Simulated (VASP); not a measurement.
Write the native input for VASP 6.6.1 that does the following.

| Quantity | Value |
| --- | --- |
| Task | single point |
| Functional | PBE |
| Potentials or basis | VASP PAW PBE potentials, release 64 (C) |
| Cutoff | 520 eV |
| k mesh | 8 × 8 × 2 |
| Occupations | gaussian, width 0.1 eV |
| Spin | no spin polarisation |
| Dipole correction | no |
| Further INCAR settings | ALGO = Normal; EDIFF = 1e-07; NBANDS = 16 |

The structure of C lies in POSCAR:

```
C
1.0
    1.2159619696     -2.1479622876      0.0091232276
    1.2232502972      2.1521701653     -0.0413730204
   -0.0941886657     -0.0851463517      7.1476530721
C
4
Direct
    0.1034933285      0.9456230676      0.7488005552
    0.5908149738      0.4138432831      0.2394105085
    0.9242568809      0.0859987362      0.2421136921
    0.4285181549      0.5893271320      0.7486182121
```

These files were run (other wordings do the same):

INCAR

```
SYSTEM = C
PREC = Accurate
ENCUT = 520
EDIFF = 1E-7
ISMEAR = 0
SIGMA = 0.1
LREAL = .FALSE.
LASPH = .TRUE.
NELM = 60
ALGO = Normal
ISIF = 2
LWAVE = .FALSE.
LCHARG = .TRUE.
GGA = PE
LELF = .TRUE.
LVHAR = .TRUE.
NBANDS = 16
```

KPOINTS

```
Automatic mesh
0
G
  8 8 2
  0 0 0
```

Potentials or basis: VASP PAW PBE potentials, release 64 (C).

The run is started by

```console
$ cat potpaw_PBE.64/C/POTCAR > POTCAR
$ mpirun -np 1 vasp_std > vasp.out
```

Results of the run:

The pressure is 3.4 GPa, the largest force is 3.058 eV/Å and the band gap on the k mesh is 1.12 eV.

Caveat: the k points lie up to 0.44 Å⁻¹ apart; forces of over 1 eV/Å act on the atoms, so gaps and moduli don't describe the material at rest.

It took 50 s on 1 thread of Intel(R) Xeon(R) Platinum 8259CL CPU @ 2.50GHz (Skylake/Cascade Lake), with other jobs on the host, peak memory 0.15 GiB.
